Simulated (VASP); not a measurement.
Input of a VASP 6.6.1 run:

File POSCAR:

```
BN
1.0
    0.0000000000      1.8048254679      1.8048254679
    1.8048254679      0.0000000000      1.8048254679
    1.8048254679      1.8048254679      0.0000000000
B N
1 1
Direct
    0.0000000000      0.0000000000      0.0000000000
    0.2500000000      0.2500000000      0.2500000000
```

File INCAR.step1:

```
  ALGO = Normal
  EDIFF = 1E-8
  ENCUT = 500
  ISMEAR = 0
  LASPH = T
  LCHARG = F
  LMIXTAU = T
  LREAL = F
  LWAVE = T
  METAGGA = R2SCAN
  NELM = 60
  PREC = Accurate
  SIGMA = 0.01
```

The input INCAR.step2:

```
  ALGO = Exact
  EDIFF = 1E-8
  ENCUT = 500
  ISMEAR = 0
  ISTART = 1
  LASPH = T
  LCHARG = F
  LMIXTAU = T
  LOPTICS = T
  LREAL = F
  LWAVE = T
  METAGGA = R2SCAN
  NBANDS = 48
  NELM = 1
  PREC = Accurate
  SIGMA = 0.01
```

The input INCAR.step3:

```
  ALGO = EVGW0
  EDIFF = 1E-8
  ENCUT = 500
  ENCUTGW = 140.0
  ISMEAR = 0
  ISTART = 1
  LASPH = T
  LCHARG = F
  LMIXTAU = T
  LREAL = F
  LWAVE = F
  METAGGA = R2SCAN
  NBANDS = 48
  NBANDSGW = 12
  NELMGW = 1
  NOMEGA = 48
  PREC = Accurate
  PRECFOCK = Fast
  SIGMA = 0.01
```

The input KPOINTS:

```
k-points
0
Gamma
  6 6 6
```

Potentials or basis: VASP PAW PBE potentials, release 64 (B_GW, N_GW).

Run with:

```console
$ cat potpaw_PBE.64/B_GW/POTCAR potpaw_PBE.64/N_GW/POTCAR > POTCAR
$ cp INCAR.step1 INCAR
$ mpirun -np 1 vasp_std > vasp.out
$ cp INCAR.step2 INCAR
$ mpirun -np 1 vasp_std > vasp.out
$ cp INCAR.step3 INCAR
$ mpirun -np 1 vasp_std > vasp.out
```

Q: Estimate the quasiparticle gap.

A: 6.12 eV.

Q: Predict the least direct quasiparticle gap.

A: 11.15 eV.

Q: Estimate the band gap on the k mesh, mean-field level.

A: 4.99 eV, indirect (least direct gap 9.55 eV).

Caveat: the k points lie up to 0.50 Å⁻¹ apart; bands, screening cutoff and mesh are small and nothing is extrapolated, so the quasiparticle values aren't converged. A k mesh can miss the band edges.
